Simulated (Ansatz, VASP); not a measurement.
Na2YIrC6N6: VASP beside Ansatz

```
Na Y Ir C N
1.0
     0.00000    5.63698    5.63698
     5.63698    0.00000    5.63698
     5.63698    5.63698    0.00000
Na Y Ir C N
2 1 1 6 6
Direct
  0.25000 0.25000 0.25000
  0.75000 0.75000 0.75000
  0.00000 0.00000 0.00000
  0.50000 0.50000 0.50000
  0.77979 0.22021 0.22021
  0.22021 0.77979 0.22021
  0.22021 0.22021 0.77979
  0.22021 0.77979 0.77979
  0.77979 0.22021 0.77979
  0.77979 0.77979 0.22021
  0.67522 0.32478 0.32478
  0.32478 0.67522 0.32478
  0.32478 0.32478 0.67522
  0.32478 0.67522 0.67522
  0.67522 0.32478 0.67522
  0.67522 0.67522 0.32478
```

Alike in both runs: functional PBE; k mesh 6 × 6 × 6; occupations gaussian, width 0.1 eV; no spin polarisation.

Ansatz relaxed the structure, and its values are those at the end. VASP's run is a single point on that final structure, the one shown.

```csv
,VASP,Ansatz
version,VASP 6.6.1,Ansatz 0.2.0
potentials or method,"VASP PAW PBE potentials, release 64 (Na_pv, Y_sv, Ir, C, N), cutoff 520 eV","scalar-relativistic, plane waves, PAW"
valence electrons in the cell,88,100
```

Ansatz gave:

```
gap on the k mesh at the Fermi level (eV) : none
pressure (GPa)                            : 0.0
rms of the force components (eV/Å)        : 0.003
```

Problem. Estimate VASP's values.

Solution. gap on the k mesh at the Fermi level (eV): none; pressure (GPa): 0.5; rms of the force components (eV/Å): 0.134.

A gap of «none» marks a metal or a gap that the smearing closes. One of these differences is far larger than is usual between the two programs; its cause wasn't traced. VASP's potentials hold 88 valence electrons a cell and Ansatz's 100, so a difference there can come from the potentials and not from the codes.

Spin-orbit coupling is off throughout. Noted on VASP's run: the standard files for N, O and F lose accuracy on very short bonds.
